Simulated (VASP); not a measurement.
Wanted: the native input for a VASP 6.6.1 run.

* Task: single point
* Functional: PBEsol
* Potentials or basis: VASP PAW PBE potentials, release 64 (Ga_d, P)
* Cutoff: 520 eV
* k mesh: 12 × 12 × 12
* Occupations: fermi-dirac, width 0.05 eV
* Spin: no spin polarisation
* Dipole correction: no
* Further INCAR settings: ALGO = Normal; EDIFF = 1e-06; NBANDS = 16

The structure of GaP lies in POSCAR:

```
GaP
1.0
    2.7192641210      2.7192641210      0.0000000000
   -2.7192641210      2.7192641210      0.0000000000
    0.0000000000      2.7192641210      2.7192641210
Ga P
1 1
Direct
    0.0000000000      0.0000000000      0.0000000000
    0.7500000000      0.2500000000      0.5000000000
```

One way to write it, as run:

INCAR

```
SYSTEM = GaP
ALGO     = Normal         ! electronic algorithm
EDIFF    = 1E-6           ! SCF threshold, eV
ENCUT    = 520            ! plane-wave cutoff, eV
GGA      = PS             ! functional
ISIF     = 2              ! what is computed and relaxed
ISMEAR   = -1             ! smearing method
LASPH    = .TRUE.         ! aspherical terms in the spheres
LCHARG   = .TRUE.         ! write CHGCAR
LELF     = .TRUE.         ! ELF
LREAL    = .FALSE.        ! projectors in reciprocal space
LVHAR    = .TRUE.       
LWAVE    = .FALSE.        ! write WAVECAR
NBANDS   = 16             ! bands
NELM     = 80             ! most SCF steps
PREC     = Accurate       ! precision mode
SIGMA    = 0.05           ! smearing width, eV
```

KPOINTS

```
k-points
0
G
  12 12 12
  0 0 0
```

Potentials or basis: VASP PAW PBE potentials, release 64 (Ga_d, P).

Run with:

```bash
$ cat potpaw_PBE.64/Ga_d/POTCAR potpaw_PBE.64/P/POTCAR > POTCAR
$ mpirun -np 1 vasp_std > vasp.out
```

It gave:

The pressure is -0.1 GPa. The band gap on the k mesh is 1.46 eV, indirect (least direct gap 1.81 eV).

Caveat: the PAW data sets were made with another functional, which shifts forces and pressure a little.

Wall time 23 s on 1 thread of Intel(R) Xeon(R) 6975P-C (Granite Rapids) (shared host), peak memory 0.19 GiB.
